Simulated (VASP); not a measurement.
Input of a VASP 6.6.1 run:

INCAR

```
SYSTEM = AlNi
  ALGO = Normal
  DIPOL = 0.5 0.5 0.500
  EDIFF = 1E-6
  ENCUT = 520
  GGA = PE
  IDIPOL = 3
  ISIF = 2
  ISMEAR = 0
  IVDW = 12
  LASPH = .True.
  LCHARG = .False.
  LDIPOL = .True.
  LREAL = Auto
  LWAVE = .False.
  NBANDS = 126
  NELM = 100
  PREC = Accurate
  SIGMA = 0.1
```

The input KPOINTS:

```
k-points
0
Gamma
  5 4 1
  0 0 0
```

File POSCAR:

```
AlNi
1.0
    5.7148460094      0.0000000000      0.0000000000
    0.0000000000      8.0820127334      0.0000000000
    0.0000000000      0.0000000000     23.0615095501
Al Ni
16 16
Direct
    0.0000000000      0.2500000000      0.3685795148
    0.0000000000      0.7500000000      0.3685795148
    0.5000000000      0.2500000000      0.3685795148
    0.5000000000      0.7500000000      0.3685795148
    0.0000000000      0.5000000000      0.4561931716
    0.0000000000      0.0000000000      0.4561931716
    0.5000000000      0.5000000000      0.4561931716
    0.5000000000      0.0000000000      0.4561931716
    0.0000000000      0.7500000000      0.5443292786
    0.0000000000      0.2500000000      0.5443292786
    0.5000000000      0.7500000000      0.5443292786
    0.5000000000      0.2500000000      0.5443292786
    0.0000000000      0.0000000000      0.6361960529
    0.0000000000      0.5000000000      0.6361960529
    0.5000000000      0.0000000000      0.6361960529
    0.5000000000      0.5000000000      0.6361960529
    0.2500000000      0.5000000000      0.3685795148
    0.2500000000      0.0000000000      0.3685795148
    0.7500000000      0.5000000000      0.3685795148
    0.7500000000      0.0000000000      0.3685795148
    0.2500000000      0.7500000000      0.4561931716
    0.2500000000      0.2500000000      0.4561931716
    0.7500000000      0.7500000000      0.4561931716
    0.7500000000      0.2500000000      0.4561931716
    0.2500000000      0.0000000000      0.5428302921
    0.2500000000      0.5000000000      0.5428302921
    0.7500000000      0.0000000000      0.5428302921
    0.7500000000      0.5000000000      0.5428302921
    0.2500000000      0.2500000000      0.6282057137
    0.2500000000      0.7500000000      0.6282057137
    0.7500000000      0.2500000000      0.6282057137
    0.7500000000      0.7500000000      0.6282057137
```

Potentials or basis: VASP PAW PBE potentials, release 64 (Al, Ni).

Run with:

```bash
$ cat potpaw_PBE.64/Al/POTCAR potpaw_PBE.64/Ni/POTCAR > POTCAR
$ mpirun -np 1 vasp_std > vasp.out
```

Task: Predict the largest force.

Result: 0.603 eV/Å.

Task: What does it give for the dispersion energy per atom?

Result: -0.330 eV.

Task: Predict the band gap on the k mesh.

Result: Zero (band 104 reaches 1.07 eV, above the bottom of band 105 at 0.22 eV).

Forces in eV/Å, atoms in the order of the input:
```
Al   0.000  0.000 -0.603
Al   0.000  0.000 -0.603
Al   0.000  0.000 -0.603
Al   0.000  0.000 -0.603
Al   0.000  0.000 -0.365
Al   0.000  0.000 -0.365
Al   0.000  0.000 -0.365
Al   0.000  0.000 -0.365
Al   0.000  0.000  0.014
Al   0.000  0.000  0.014
Al   0.000  0.000  0.014
Al   0.000  0.000  0.014
Al   0.000  0.000 -0.023
Al   0.000  0.000 -0.023
Al   0.000  0.000 -0.023
Al   0.000  0.000 -0.023
Ni   0.000  0.000  0.534
Ni   0.000  0.000  0.534
Ni   0.000  0.000  0.534
Ni   0.000  0.000  0.534
Ni   0.000  0.000  0.427
Ni   0.000  0.000  0.427
Ni   0.000  0.000  0.427
Ni   0.000  0.000  0.427
Ni   0.000  0.000  0.012
Ni   0.000  0.000  0.012
Ni   0.000  0.000  0.012
Ni   0.000  0.000  0.012
Ni   0.000  0.000  0.003
Ni   0.000  0.000  0.003
Ni   0.000  0.000  0.003
Ni   0.000  0.000  0.003
```

Spin polarisation is off, so any magnetic state and its effect on volume and gap are missing.
